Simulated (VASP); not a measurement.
# Si2Sn (F-43m) in VASP: single point with PBE

Aim: the single point of Si2Sn with PBE.

Everything below comes from runs of VASP 6.6.1. Logs are shortened: lines on timing, memory, paths and dates and some standing lists are left out, and cuts for length are marked.

**1. The cell of the first run**

Symmetry: F-43m, No. 216, cubic system. The conventional cell has a = 6.416 Å, b = 6.416 Å, c = 6.416 Å, α = 90.00°, β = 90.00°, γ = 90.00°. Si (site symmetry -43m) has 4 Si at 2.78 Å and 4 Sn at 2.78 Å within 3.7 Å. Within 3.7 Å of Si (site symmetry -43m) lie 4 Si at 2.78 Å and 6 Sn at 3.21 Å. Sn (site symmetry -43m) has 10 Si at 2.78 to 3.21 Å within 3.7 Å.

The cell was built from a structure type or drawn by symmetry, and may not be a known phase.

**2. Single point, PBE**

The input, INCAR:

```
SYSTEM = Si2Sn
ALGO     = Normal         ! electronic algorithm
EDIFF    = 1E-6           ! SCF threshold, eV
ENCUT    = 500            ! plane-wave cutoff, eV
GGA      = PE             ! functional
GGA_COMPAT= .False.      
ISIF     = 2              ! what is computed and relaxed
ISMEAR   = 0              ! smearing method
LASPH    = .True.         ! aspherical terms in the spheres
LCHARG   = .False.        ! write CHGCAR
LREAL    = .False.        ! projectors in reciprocal space
LWAVE    = .False.        ! write WAVECAR
NBANDS   = 18             ! bands
NELM     = 120            ! most SCF steps
PREC     = Accurate       ! precision mode
SIGMA    = 0.2            ! smearing width, eV
```

The input, KPOINTS:

```
k-points
0
Gamma
  6 6 6
  0 0 0
```

The input, POSCAR:

```
Si2Sn
1.0
    0.0000000000      3.2079750142      3.2079750142
    3.2079750142      0.0000000000      3.2079750142
    3.2079750142      3.2079750142      0.0000000000
Si Sn
2 1
Direct
    0.0000000000      0.0000000000      0.0000000000
    0.7500000000      0.7500000000      0.7500000000
    0.2500000000      0.2500000000      0.2500000000
```

Potentials or basis: VASP PAW PBE potentials, release 64 (Si, Sn_d).

The run is started by

```
$ cat potpaw_PBE.64/Si/POTCAR potpaw_PBE.64/Sn_d/POTCAR > POTCAR
$ mpirun -np 1 vasp_std > vasp.out
```

OUTCAR:

```text
SYSTEM = Si2Sn
   EDIFF = 1E-6
   ENCUT = 500
   GGA = PE
   ISIF = 2
   ISMEAR = 0
   LASPH = .True.
   LREAL = .False.
   NELM = 120
   PREC = Accurate

 ion  position               nearest neighbor table
   1  0.000  0.000  0.000-   2 2.78   2 2.78   2 2.78   3 2.78   3 2.78   3 2.78   3 2.78   2 2.78

   2  0.750  0.750  0.750-   1 2.78   1 2.78   1 2.78   1 2.78   3 3.21   3 3.21   3 3.21   3 3.21
                             3 3.21   3 3.21
   3  0.250  0.250  0.250-   1 2.78   1 2.78   1 2.78   1 2.78   2 3.21   2 3.21   2 3.21   2 3.21
                             2 3.21   2 3.21

  LATTYP: Found a face centered cubic cell.
 ALAT       =     6.4159500284

  Lattice vectors:

 A1 = (   0.0000000000,   3.2079750142,   3.2079750142)
 A2 = (   3.2079750142,   0.0000000000,   3.2079750142)
 A3 = (   3.2079750142,   3.2079750142,   0.0000000000)

Analysis of symmetry for initial positions (statically):
=====================================================================
 Subroutine PRICEL returns:
 Original cell was already a primitive cell.

 Routine SETGRP: Setting up the symmetry group for a
 face centered cubic supercell.

 Subroutine GETGRP returns: Found 24 space group operations
 (whereof 24 operations were pure point group operations)
 out of a pool of 48 trial point group operations.

The static configuration has the point symmetry T_d .

Analysis of symmetry for dynamics (positions and initial velocities):
=====================================================================
 Subroutine PRICEL returns:
 Original cell was already a primitive cell.

 Routine SETGRP: Setting up the symmetry group for a
 face centered cubic supercell.

 Subroutine GETGRP returns: Found 24 space group operations
 (whereof 24 operations were pure point group operations)
 out of a pool of 48 trial point group operations.

The dynamic configuration has the point symmetry T_d .

 Subroutine INISYM returns: Found 24 space group operations
 (whereof 24 operations are pure point group operations),
 and found     1 'primitive' translations

----------------------------------------------------------------------------------------

                                     Primitive cell
[... 79 lines left out ...]
   LNONCOLLINEAR =      F non collinear calculations
   LSORBIT =      F    spin-orbit coupling
   LASPH  =      T    aspherical Exc in radial PAW
   ENCUT  =  500.0 eV  36.75 Ry    6.06 a.u.   8.27  8.27  8.27*2*pi/ulx,y,z
   NELM   =    120;   NELMIN=  2; NELMDL= -5     # of ELM steps
   EDIFF  = 0.1E-05   stopping-criterion for ELM
   LREAL  =      F    real-space projection
   EDIFFG = 0.1E-04   stopping-criterion for IOM
   NSW    =      0    number of steps for IOM
   IBRION =     -1    ionic relax: 0-MD 1-quasi-New 2-CG
   NFREE  =      0    steps in history (QN), initial steepest desc. (CG)
   ISIF   =      2    stress and relaxation
   ISYM   =      2    0-nonsym 1-usesym 2-fastsym
   POTIM  = 0.5000    time-step for ionic-motion
   TEBEG  =    0.0;   TEEND  =   0.0 temperature during run
   PSTRESS=    0.0 pullay stress
   NELECT =      22.0000    total number of electrons
   NUPDOWN=      -1.0000    fix difference up-down
   EMIN   =  10.00;   EMAX   =-10.00  energy-range for DOS
   EFERMI =   0.00;   METHOD = LEGACY
   ISMEAR =     0;   SIGMA  =   0.20  broadening in eV -4-tet -1-fermi 0-gaus
   EFERMI_NEDOS =   21; number of points for ismear=-14 and -15
   IALGO  =     38    algorithm
   IMIX   =      4    mixing-type and parameters
     AMIX     =   0.40;   BMIX     =  1.00
     AMIX_MAG =   1.60;   BMIX_MAG =  1.00
  volume/ion in A,a.u.               =      22.01       148.52
  Fermi-wavevector in a.u.,A,eV,Ry     =   1.134945  2.144735 17.525661  1.288100
  Thomas-Fermi vector in A             =   2.271649
   LORBIT       =      0    0 simple, 1 ext, 2 COOP (PROOUT), +10 PAW based schemes
   GGA     = PE    functional components
   LHFCALC =     F    Hartree Fock is set to
   AEXX    =    0.0000 exact exchange contribution
   IVDW    =     0    specifies the selected vdW correction
   LEPSILON=     F    determine dielectric tensor
   LRPA    =     F    only Hartree local field effects (RPA)
 non-spin polarized calculation
 Gauss-broadening in eV      SIGMA  =   0.20
  energy-cutoff  :      500.00
  volume of cell :       66.03
 maximum number of plane-waves:      1694
 NGX is ok and might be reduce to    36
   NGX = 17   NGY = 17   NGZ = 17

 number of electron      22.0000005 magnetization

 Free energy of the ion-electron system (eV)
  ---------------------------------------------------
  ext. energy  EPLUGINS =         0.00000000
  ---------------------------------------------------
  free energy    TOTEN  =       -13.05300106 eV

  energy without entropy =      -13.02187200  energy(sigma->0) =      -13.03743653

 E-fermi :   7.0438     XC(G=0):  -9.9615

 val. band max:        7.0118976708   @ k =   0.3333   0.1667   0.0000
 cond. band min:       7.2459606632   @ k =  -0.3333   0.5000   0.1667
 fundamental gap:      0.2340629924
 Fermi energy:         7.0437637409

 k-point     1 :       0.0000    0.0000    0.0000
  band No.  band energies     occupation
      1     -14.2666      2.00000
      2     -14.2666      2.00000
      3     -14.2666      2.00000
      4     -14.2431      2.00000
      5     -14.2431      2.00000
      6      -4.8594      2.00000
[... 313 lines left out ...]
      5     -14.2400      2.00000
      6      -1.3117      2.00000
[... 10 lines left out ...]
     17      13.2921      0.00000
     18      15.5850      0.00000

------------------------ aborting loop because EDIFF is reached ----------------------------------------

  FORCE on cell =-STRESS in cart. coord.  units (eV):
  Direction    XX          YY          ZZ          XY          YZ          ZX
  --------------------------------------------------------------------------------------
  -------------------------------------------------------------------------------------
  Total       -0.0738095     -0.0738095     -0.0738095      0.0000000      0.0000000      0.0000000
  in kB       -1.7910190     -1.7910190     -1.7910190      0.0000000      0.0000000      0.0000000
  external PRESSURE =      -1.7910190 kB  Pullay stress =       0.0000000 kB

 VOLUME and BASIS-vectors are now :
 -----------------------------------------------------------------------------
  energy-cutoff  :      500.00
  volume of cell :       66.03
      direct lattice vectors                 reciprocal lattice vectors
     0.000000000  3.207975014  3.207975014    -0.155861563  0.155861563  0.155861563
     3.207975014  0.000000000  3.207975014     0.155861563 -0.155861563  0.155861563
     3.207975014  3.207975014  0.000000000     0.155861563  0.155861563 -0.155861563

 POSITION                                       TOTAL-FORCE (eV/Angst)
 -----------------------------------------------------------------------------------
      0.00000      0.00000      0.00000         0.000000      0.000000      0.000000
      4.81196      4.81196      4.81196        -0.000000     -0.000000     -0.000000
      1.60399      1.60399      1.60399        -0.000000      0.000000     -0.000000
 -----------------------------------------------------------------------------------
    total drift:                                0.000000      0.000000      0.000000

  FREE ENERGIE OF THE ION-ELECTRON SYSTEM (eV)
  ---------------------------------------------------
  free  energy   TOTEN  =       -13.0530010606 eV

  energy  without entropy=      -13.0218720021  energy(sigma->0) =      -13.03743653
```

stdout:

```text
POSCAR found type information on POSCAR SiSn
 POSCAR found :  2 types and       3 ions
 scaLAPACK will be used
 LDA part: xc-table for (Slater+PW92), standard interpolation
 POSCAR, INCAR and KPOINTS ok, starting setup
 FFT: planning ... GRIDC
 FFT: planning ... GRID_SOFT
 FFT: planning ... GRID
 WAVECAR not read
 entering main loop
```

It took 14 s on 1 thread of AMD EPYC 9R45 (Zen 5), shared host; peak memory 0.17 GiB.

Results:

```
Free energy            : -13.0530 eV
Pressure               : -0.2 GPa
Band gap on the k mesh : zero (bands 11 and 12 overlap by 2.05 eV)
```

Caveat: spin-orbit coupling is left out, which moves the levels of the heavy elements.
